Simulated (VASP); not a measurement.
Input of a VASP 6.6.1 run:

INCAR

```
PREC     = Accurate       # precision mode
ENCUT    = 520            # plane-wave cutoff, eV
EDIFF    = 1E-7           # SCF threshold, eV
ISMEAR   = 1              # smearing method
SIGMA    = 0.05           # smearing width, eV
LREAL    = False          # projectors in reciprocal space
LASPH    = True           # aspherical terms in the spheres
NELM     = 100            # most SCF steps
ALGO     = Normal         # electronic algorithm
ISIF     = 2              # what is computed and relaxed
LWAVE    = False          # write WAVECAR
LCHARG   = False          # write CHGCAR
NBANDS   = 26             # bands
```

The input KPOINTS:

```
regular mesh
0
Gamma
  6 6 3
```

Contents of POSCAR:

```
LaI
1.0
    3.9292000000      0.0000000000      0.0000000000
   -1.9646000000      3.4027870000      0.0000000000
    0.0000000000      0.0000000000      9.7120000000
La I
2 2
Direct
    0.0000000000      0.0000000000      0.0000000000
    0.0000000000      0.0000000000      0.5000000000
    0.3333333333      0.6666666667      0.2500000000
    0.6666666667      0.3333333333      0.7500000000
```

Potentials or basis: VASP PAW LDA potentials, release 64 (La, I).

Run with:

```console
$ cat potpaw_LDA.64/La/POTCAR potpaw_LDA.64/I/POTCAR > POTCAR
$ mpirun -np 1 vasp_std > vasp.out
```

Question: What does it give for the pressure?

Answer: -3.2 GPa.

Question: What does it give for the band gap on the k mesh?

Answer: Zero (band 18 reaches 8.85 eV, above the bottom of band 19 at 8.60 eV).

Stress tensor (GPa, compression positive):
```
-2.61  0.00  0.00
 0.00 -2.61  0.00
 0.00  0.00 -4.39
```

Caveat: spin-orbit coupling is left out, which moves the levels of the heavy elements.
